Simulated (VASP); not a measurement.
# KBr in VASP: notebook, part 2 of 2

VASP 6.6.1.

### 4 Single point, PBEsol (35.83 Å³/atom)

This run uses another cell than the first one, of 35.83 Å³/atom.

INCAR

```
SYSTEM = KBr
PREC = Accurate ; ENCUT = 500
EDIFF = 1E-6 ; ISMEAR = 0
SIGMA = 0.05 ; LREAL = .False.
LASPH = .True. ; NELM = 120
ALGO = Normal ; ISIF = 2
LWAVE = .False. ; LCHARG = .False.
GGA = PS ; NBANDS = 15
GGA_COMPAT = .False.
```

KPOINTS

```
Automatic mesh
0
Gamma
  8 8 8
  0 0 0
```

POSCAR

```
KBr
1.0
    0.0000000000      3.2967057359      3.2967057359
    3.2967057359      0.0000000000      3.2967057359
    3.2967057359      3.2967057359      0.0000000000
K Br
1 1
Direct
    0.0000000000      0.0000000000      0.0000000000
    0.5000000000      0.5000000000      0.5000000000
```

Potentials or basis: VASP PAW PBE potentials, release 64 (K_sv, Br).

Run with:

```console
$ cat potpaw_PBE.64/K_sv/POTCAR potpaw_PBE.64/Br/POTCAR > POTCAR
$ mpirun -np 1 vasp_std > vasp.out
```

OUTCAR:

```text
SYSTEM = KBr
   PREC = Accurate
   ENCUT = 500
   EDIFF = 1E-6
   ISMEAR = 0
   LREAL = .False.
   LASPH = .True.
   NELM = 120
   ISIF = 2
   GGA = PS

 ion  position               nearest neighbor table
   1  0.000  0.000  0.000-   2 3.30   2 3.30   2 3.30   2 3.30   2 3.30   2 3.30
   2  0.500  0.500  0.500-   1 3.30   1 3.30   1 3.30   1 3.30   1 3.30   1 3.30

  LATTYP: Found a face centered cubic cell.
 ALAT       =     6.5934114718

  Lattice vectors:

 A1 = (   0.0000000000,   3.2967057359,   3.2967057359)
 A2 = (   3.2967057359,   0.0000000000,   3.2967057359)
 A3 = (   3.2967057359,   3.2967057359,   0.0000000000)

Analysis of symmetry for initial positions (statically):
=====================================================================
 Subroutine PRICEL returns:
 Original cell was already a primitive cell.

 Routine SETGRP: Setting up the symmetry group for a
 face centered cubic supercell.

 Subroutine GETGRP returns: Found 48 space group operations
 (whereof 48 operations were pure point group operations)
 out of a pool of 48 trial point group operations.

The static configuration has the point symmetry O_h .

Analysis of symmetry for dynamics (positions and initial velocities):
[... 180 lines left out ...]
     12       5.7142      0.00000
     13       6.5545      0.00000
     14       6.5545      0.00000
[... 401 lines left out ...]
      2     -14.2071      2.00000
      3     -12.9999      2.00000
      4     -12.9846      2.00000
      5     -12.8106      2.00000
      6      -2.8063      2.00000
      7      -2.2948      2.00000
      8      -2.1833      2.00000
      9       5.0679      0.00000
     10       5.8820      0.00000
     11       6.9943      0.00000
     12       7.4477      0.00000
     13       8.2326      0.00000
     14       8.6829      0.00000
     15       9.2006      0.00000

 [... further k-points ...]

------------------------ aborting loop because EDIFF is reached ----------------------------------------

  FORCE on cell =-STRESS in cart. coord.  units (eV):
  Direction    XX          YY          ZZ          XY          YZ          ZX
  --------------------------------------------------------------------------------------
  -------------------------------------------------------------------------------------
  Total       -0.1080339     -0.1080339     -0.1080339      0.0000000     -0.0000000      0.0000000
  in kB       -2.4154617     -2.4154617     -2.4154617      0.0000000     -0.0000000      0.0000000
  external PRESSURE =      -2.4154617 kB  Pullay stress =       0.0000000 kB

 VOLUME and BASIS-vectors are now :
 -----------------------------------------------------------------------------
  energy-cutoff  :      500.00
  volume of cell :       71.66
      direct lattice vectors                 reciprocal lattice vectors
     0.000000000  3.296705736  3.296705736    -0.151666554  0.151666554  0.151666554
     3.296705736  0.000000000  3.296705736     0.151666554 -0.151666554  0.151666554
     3.296705736  3.296705736  0.000000000     0.151666554  0.151666554 -0.151666554

 POSITION                                       TOTAL-FORCE (eV/Angst)
 -----------------------------------------------------------------------------------
      0.00000      0.00000      0.00000         0.000000     -0.000000     -0.000000
      3.29671      3.29671      3.29671        -0.000000      0.000000      0.000000
 -----------------------------------------------------------------------------------
    total drift:                                0.000000      0.000000      0.000000

  FREE ENERGIE OF THE ION-ELECTRON SYSTEM (eV)
  ---------------------------------------------------
  free  energy   TOTEN  =        -6.4590808165 eV

  energy  without entropy=       -6.4590808165  energy(sigma->0) =       -6.45908082
```

Run time: 20 s. Hardware: 1 thread of Intel Xeon Platinum 8488C (Sapphire Rapids), shared host; peak memory 0.21 GiB.

What came out:

```yaml
Free_energy: -6.4591 eV
Pressure: -0.2 GPa
Band_gap_on_the_k_mesh: 4.29 eV
```

Levels at points of the mesh, in eV from the valence-band top:
| k point | band 4 | band 5 | band 6 | band 7 | band 8 | band 9 | band 10 | band 11 | band 12 | band 13 |
| --- | --- | --- | --- | --- | --- | --- | --- | --- | --- | --- |
| (0.00, 0.00, 0.00) | -11.15 | -11.15 | 0.00 | 0.00 | 0.00 | 4.29 | 7.53 | 7.53 | 7.53 | 8.37 |
| (0.50, 0.00, 0.00) | -11.15 | -10.91 | -1.21 | -0.34 | -0.34 | 6.44 | 8.14 | 9.73 | 9.73 | 9.99 |
| (0.50, 0.50, 0.00) | -11.19 | -11.19 | -0.84 | -0.29 | -0.29 | 5.74 | 7.10 | 9.34 | 9.36 | 9.64 |

Caveat: the PAW data sets were made with another functional, which shifts forces and pressure a little. PBEsol gaps usually lie below the measured ones, often by a third to a half.

### 5 Single point, PBEsol (36.53 Å³/atom)

This run uses another cell than the first one, of 36.53 Å³/atom.

INCAR

```
  PREC = Accurate
  ENCUT = 500
  EDIFF = 1E-6
  ISMEAR = 0
  SIGMA = 0.05
  LREAL = False
  LASPH = True
  NELM = 120
  ALGO = Normal
  ISIF = 2
  LWAVE = False
  LCHARG = False
  GGA = PS
  NBANDS = 15
  GGA_COMPAT = False
```

KPOINTS

```
Automatic mesh
0
Gamma
  8 8 8
```

POSCAR

```
KBr
1.0
    0.0000000000      3.3181135158      3.3181135158
    3.3181135158      0.0000000000      3.3181135158
    3.3181135158      3.3181135158      0.0000000000
K Br
1 1
Direct
    0.0000000000      0.0000000000      0.0000000000
    0.5000000000      0.5000000000      0.5000000000
```

Run with:

```console
$ cat potpaw_PBE.64/K_sv/POTCAR potpaw_PBE.64/Br/POTCAR > POTCAR
$ mpirun -np 1 vasp_std > vasp.out
```

It took 21 s on 1 thread of Intel Xeon Platinum 8488C (Sapphire Rapids), shared host; peak memory 0.21 GiB.

Results (log left out):

* Free energy: -6.4559 eV
* Pressure: -0.5 GPa
* Band gap on the k mesh: 4.24 eV

Levels at points of the mesh, in eV from the valence-band top:
| k point | band 4 | band 5 | band 6 | band 7 | band 8 | band 9 | band 10 | band 11 | band 12 | band 13 |
| --- | --- | --- | --- | --- | --- | --- | --- | --- | --- | --- |
| (0.00, 0.00, 0.00) | -11.19 | -11.19 | 0.00 | 0.00 | 0.00 | 4.24 | 7.53 | 7.53 | 7.53 | 8.35 |
| (0.50, 0.00, 0.00) | -11.19 | -10.96 | -1.18 | -0.33 | -0.33 | 6.41 | 8.07 | 9.68 | 9.68 | 9.93 |
| (0.50, 0.50, 0.00) | -11.22 | -11.22 | -0.81 | -0.29 | -0.29 | 5.77 | 7.03 | 9.26 | 9.30 | 9.57 |

Caveat: the PAW data sets were made with another functional, which shifts forces and pressure a little.

### 6 Single point, PBEsol (atom 1 (K) moved 0.08 Å along z)

INCAR

```
SYSTEM = KBr
PREC = Accurate
ENCUT = 500
EDIFF = 1E-6
ISMEAR = 0
SIGMA = 0.05
LREAL = .FALSE.
LASPH = .TRUE.
NELM = 120
ALGO = Normal
ISIF = 2
LWAVE = .FALSE.
LCHARG = .TRUE.
GGA = PS
LELF = .TRUE.
LVHAR = .TRUE.
NBANDS = 15
GGA_COMPAT = .FALSE.
```

KPOINTS

```
Automatic mesh
0
G
  8 8 8
  0 0 0
```

POSCAR

```
KBr
1.0
    0.0000000000      3.2750162544      3.2750162544
    3.2750162544      0.0000000000      3.2750162544
    3.2750162544      3.2750162544      0.0000000000
K Br
1 1
Direct
    0.0122136798      0.0122136798     -0.0122136798
    0.5000000000      0.5000000000      0.5000000000
```

Potentials or basis: VASP PAW PBE potentials, release 64 (K_sv, Br).

Run with:

```console
$ cat potpaw_PBE.64/K_sv/POTCAR potpaw_PBE.64/Br/POTCAR > POTCAR
$ mpirun -np 1 vasp_std > vasp.out
```

OUTCAR:

```text
SYSTEM = KBr
   PREC = Accurate
   ENCUT = 500
   EDIFF = 1E-6
   ISMEAR = 0
   LREAL = .FALSE.
   LASPH = .TRUE.
   NELM = 120
   ISIF = 2
   GGA = PS

 ion  position               nearest neighbor table
   1  0.012  0.012  0.988-   2 3.20   2 3.28   2 3.28   2 3.28   2 3.28
   2  0.500  0.500  0.500-   1 3.20   1 3.28   1 3.28   1 3.28   1 3.28

  LATTYP: Found a face centered cubic cell.
 ALAT       =     6.5500325088

  Lattice vectors:

 A1 = (   0.0000000000,   3.2750162544,   3.2750162544)
 A2 = (   3.2750162544,   0.0000000000,   3.2750162544)
 A3 = (   3.2750162544,   3.2750162544,   0.0000000000)

Analysis of symmetry for initial positions (statically):
=====================================================================
 Subroutine PRICEL returns:
 Original cell was already a primitive cell.

 Routine SETGRP: Setting up the symmetry group for a
 face centered cubic supercell.

 Subroutine GETGRP returns: Found  8 space group operations
 (whereof  8 operations were pure point group operations)
 out of a pool of 48 trial point group operations.

The static configuration has the point symmetry C_4v.

Analysis of symmetry for dynamics (positions and initial velocities):
=====================================================================
 Subroutine PRICEL returns:
 Original cell was already a primitive cell.

 Routine SETGRP: Setting up the symmetry group for a
 face centered cubic supercell.

 Subroutine GETGRP returns: Found  8 space group operations
 (whereof  8 operations were pure point group operations)
 out of a pool of 48 trial point group operations.

The dynamic configuration has the point symmetry C_4v.

 Subroutine INISYM returns: Found  8 space group operations
 (whereof  8 operations are pure point group operations),
 and found     1 'primitive' translations

----------------------------------------------------------------------------------------

                                     Primitive cell

  volume of cell :      70.2539

  direct lattice vectors                    reciprocal lattice vectors
     0.000000000  3.275016254  3.275016254    -0.152670998  0.152670998  0.152670998
     3.275016254  0.000000000  3.275016254     0.152670998 -0.152670998  0.152670998
     3.275016254  3.275016254  0.000000000     0.152670998  0.152670998 -0.152670998

  length of vectors
     4.631572404  4.631572404  4.631572404     0.264433925  0.264433925  0.264433925

  position of ions in fractional coordinates (direct lattice)
     0.012213680  0.012213680  0.987786320
     0.500000000  0.500000000  0.500000000

  ion indices of the primitive-cell ions
   primitive index   ion index
                 1           1
                 2           2

----------------------------------------------------------------------------------------

 KPOINTS: Automatic mesh

Automatic generation of k-mesh.
 Grid dimensions read from file:
 generate k-points for:    8    8    8

 Generating k-lattice:

  Cartesian coordinates                     Fractional coordinates (reciprocal lattice)
    -0.019083875  0.019083875  0.019083875     0.125000000  0.000000000  0.000000000
     0.019083875 -0.019083875  0.019083875     0.000000000  0.125000000  0.000000000
     0.019083875  0.019083875 -0.019083875     0.000000000  0.000000000  0.125000000
[... 40 lines left out ...]
   number of dos      NEDOS =    301   number of ions     NIONS =      2
   total plane-waves  NPLWV =  46656
   dimension x,y,z NGX =    36 NGY =   36 NGZ =   36
   dimension x,y,z NGXF=    72 NGYF=   72 NGZF=   72
   ions per type =               1   1
   NGX,Y,Z   is equivalent  to a cutoff of  12.92, 12.92, 12.92 a.u.
   NGXF,Y,Z  is equivalent  to a cutoff of  25.84, 25.84, 25.84 a.u.
 SYSTEM =  KBr
   PREC   = accura    normal or accurate (medium, high low for compatibility)
   ISTART =      0    job   : 0-new  1-cont  2-samecut
   ICHARG =      2    charge: 1-file 2-atom 10-const
   ISPIN  =      1    spin polarized calculation?
   LNONCOLLINEAR =      F non collinear calculations
   LSORBIT =      F    spin-orbit coupling
   LASPH  =      T    aspherical Exc in radial PAW
   ENCUT  =  500.0 eV  36.75 Ry    6.06 a.u.   8.44  8.44  8.44*2*pi/ulx,y,z
   NELM   =    120;   NELMIN=  2; NELMDL= -5     # of ELM steps
   EDIFF  = 0.1E-05   stopping-criterion for ELM
   LREAL  =      F    real-space projection
   EDIFFG = 0.1E-04   stopping-criterion for IOM
   NSW    =      0    number of steps for IOM
   IBRION =     -1    ionic relax: 0-MD 1-quasi-New 2-CG
   NFREE  =      0    steps in history (QN), initial steepest desc. (CG)
   ISIF   =      2    stress and relaxation
   ISYM   =      2    0-nonsym 1-usesym 2-fastsym
   POTIM  = 0.5000    time-step for ionic-motion
   TEBEG  =    0.0;   TEEND  =   0.0 temperature during run
   PSTRESS=    0.0 pullay stress
   NELECT =      16.0000    total number of electrons
   NUPDOWN=      -1.0000    fix difference up-down
   EMIN   =  10.00;   EMAX   =-10.00  energy-range for DOS
   EFERMI =   0.00;   METHOD = LEGACY
   ISMEAR =     0;   SIGMA  =   0.05  broadening in eV -4-tet -1-fermi 0-gaus
   EFERMI_NEDOS =   21; number of points for ismear=-14 and -15
   IALGO  =     38    algorithm
   IMIX   =      4    mixing-type and parameters
     AMIX     =   0.40;   BMIX     =  1.00
     AMIX_MAG =   1.60;   BMIX_MAG =  1.00
  volume/ion in A,a.u.               =      35.13       237.05
  Fermi-wavevector in a.u.,A,eV,Ry     =   0.999750  1.889253 13.599021  0.999500
  Thomas-Fermi vector in A             =   2.132061
   LORBIT       =      0    0 simple, 1 ext, 2 COOP (PROOUT), +10 PAW based schemes
   GGA     = PS    functional components
   LHFCALC =     F    Hartree Fock is set to
   AEXX    =    0.0000 exact exchange contribution
   IVDW    =     0    specifies the selected vdW correction
   LEPSILON=     F    determine dielectric tensor
   LRPA    =     F    only Hartree local field effects (RPA)
 non-spin polarized calculation
 Gauss-broadening in eV      SIGMA  =   0.05
  energy-cutoff  :      500.00
  volume of cell :       70.25
 maximum number of plane-waves:      1812
 NGX is ok and might be reduce to    36
   NGX = 17   NGY = 17   NGZ = 17

 number of electron      15.9999999 magnetization

 Free energy of the ion-electron system (eV)
  ---------------------------------------------------
  ext. energy  EPLUGINS =         0.00000000
  ---------------------------------------------------
  free energy    TOTEN  =        -6.45584228 eV

  energy without entropy =       -6.45584228  energy(sigma->0) =       -6.45584228

 E-fermi :  -1.4436     XC(G=0):  -7.6406

 val. band max:       -1.7382267920   @ k =   0.0000   0.0000   0.0000
 cond. band min:       2.5988711184   @ k =   0.0000   0.0000   0.0000
 fundamental gap:      4.3370979105
 Fermi energy:        -1.4436228886

 k-point     1 :       0.0000    0.0000    0.0000
  band No.  band energies     occupation
      1     -29.2987      2.00000
      2     -14.0735      2.00000
      3     -12.8434      2.00000
      4     -12.8434      2.00000
      5     -12.8429      2.00000
      6      -1.7382      2.00000
      7      -1.7382      2.00000
      8      -1.7382      2.00000
      9       2.5989      0.00000
     10       5.7970      0.00000
     11       5.7993      0.00000
     12       5.7993      0.00000
     13       6.6496      0.00000
     14       6.6613      0.00000
[... 401 lines left out ...]
      2     -14.1212      2.00000
      3     -12.8905      2.00000
      4     -12.8672      2.00000
      5     -12.7331      2.00000
      6      -2.6749      2.00000
      7      -2.2282      2.00000
      8      -2.0659      2.00000
      9       4.8030      0.00000
     10       5.7871      0.00000
     11       7.1714      0.00000
     12       7.9656      0.00000
     13       8.0157      0.00000
     14       8.5184      0.00000
     15       9.2602      0.00000

 [... further k-points ...]

------------------------ aborting loop because EDIFF is reached ----------------------------------------

  FORCE on cell =-STRESS in cart. coord.  units (eV):
  Direction    XX          YY          ZZ          XY          YZ          ZX
  --------------------------------------------------------------------------------------
  -------------------------------------------------------------------------------------
  Total        0.0198525      0.0198525      0.0819437      0.0000000      0.0000000      0.0000000
  in kB        0.4527474      0.4527474      1.8687701      0.0000000      0.0000000      0.0000000
  external PRESSURE =       0.9247550 kB  Pullay stress =       0.0000000 kB

 VOLUME and BASIS-vectors are now :
 -----------------------------------------------------------------------------
  energy-cutoff  :      500.00
  volume of cell :       70.25
      direct lattice vectors                 reciprocal lattice vectors
     0.000000000  3.275016254  3.275016254    -0.152670998  0.152670998  0.152670998
     3.275016254  0.000000000  3.275016254     0.152670998 -0.152670998  0.152670998
     3.275016254  3.275016254  0.000000000     0.152670998  0.152670998 -0.152670998

 POSITION                                       TOTAL-FORCE (eV/Angst)
 -----------------------------------------------------------------------------------
      3.27502      3.27502      0.08000         0.000000      0.000000     -0.100278
      3.27502      3.27502      3.27502         0.000000      0.000000      0.100278
 -----------------------------------------------------------------------------------
    total drift:                                0.000000      0.000000      0.000091

  FREE ENERGIE OF THE ION-ELECTRON SYSTEM (eV)
  ---------------------------------------------------
  free  energy   TOTEN  =        -6.4558422789 eV

  energy  without entropy=       -6.4558422789  energy(sigma->0) =       -6.45584228
```

OSZICAR:

```text
N       E                     dE             d eps       ncg     rms          rms(c)
DAV:   1     0.922521848368E+02    0.92252E+02   -0.66872E+03  1770   0.905E+02
DAV:   2    -0.710833509401E+00   -0.92963E+02   -0.86378E+02  2234   0.224E+02
DAV:   3    -0.634460161057E+01   -0.56338E+01   -0.56033E+01  2540   0.484E+01
DAV:   4    -0.661543041587E+01   -0.27083E+00   -0.27076E+00  2612   0.911E+00
DAV:   5    -0.661787749449E+01   -0.24471E-02   -0.24470E-02  2552   0.976E-01    0.319E+00
DAV:   6    -0.646052351526E+01    0.15735E+00   -0.19397E-01  2288   0.226E+00    0.237E+00
DAV:   7    -0.644825176054E+01    0.12272E-01   -0.90274E-02  2372   0.166E+00    0.113E+00
DAV:   8    -0.645513749403E+01   -0.68857E-02   -0.10281E-02  2103   0.755E-01    0.150E-01
DAV:   9    -0.645546570041E+01   -0.32821E-03   -0.39428E-04  2365   0.117E-01    0.791E-02
DAV:  10    -0.645583552485E+01   -0.36982E-03   -0.42181E-04  1938   0.112E-01    0.239E-02
DAV:  11    -0.645583989150E+01   -0.43667E-05   -0.16765E-05  2648   0.222E-02    0.568E-03
DAV:  12    -0.645584219763E+01   -0.23061E-05   -0.26948E-06  1986   0.107E-02    0.665E-03
DAV:  13    -0.645584227892E+01   -0.81285E-07   -0.50064E-07  1914   0.382E-03
   1 F= -.64558423E+01 E0= -.64558423E+01  d E =-.138169E-18
```

Run time: 40 s. Hardware: 1 thread of Intel Xeon Platinum 8488C (Sapphire Rapids), shared host; peak memory 0.23 GiB.

What came out:

| Item | Value |
| --- | --- |
| Free energy | -6.4558 eV |
| Pressure | 0.1 GPa |
| Largest force | 0.100 eV/Å |
| Band gap on the k mesh | 4.34 eV |

Forces on the atoms (eV/Å):
```
K    0.000  0.000 -0.100
Br   0.000  0.000  0.100
```

Stress tensor (GPa, compression positive):
```
0.05 0.00 0.00
0.00 0.05 0.00
0.00 0.00 0.19
```

Caveat: the cell differs from its parent crystal (atom 1 (K) moved 0.08 Å along z); the PAW data sets were made with another functional, which shifts forces and pressure a little. A k mesh can miss the band edges.

### 7 Overview

| cell | gap on the mesh (eV) | pressure (GPa) |
| --- | --- | --- |
| a = 4.569 Å, angles 60.0°, 2 atoms, atomic positions A | 4.44 | 0.8 |
| a = 4.600 Å, angles 60.0°, 2 atoms, atomic positions A | 4.39 | 0.4 |
| a = 4.662 Å, angles 60.0°, 2 atoms, atomic positions A | 4.29 | -0.2 |
| a = 4.693 Å, angles 60.0°, 2 atoms, atomic positions A | 4.24 | -0.5 |
| a = 4.632 Å, angles 60.0°, 2 atoms, atomic positions B | 4.34 | 0.1 |

Alike in all rows: task single point; level PBEsol; potentials or basis VASP PAW PBE potentials, release 64 (K_sv, Br); no spin polarisation; k mesh 8 × 8 × 8; cutoff (eV) 500; smearing gaussian 0.05 eV.

Caveats: the PAW data sets were made with another functional, which shifts forces and pressure a little.

Absolute energies hang on the potentials; compare differences alone.
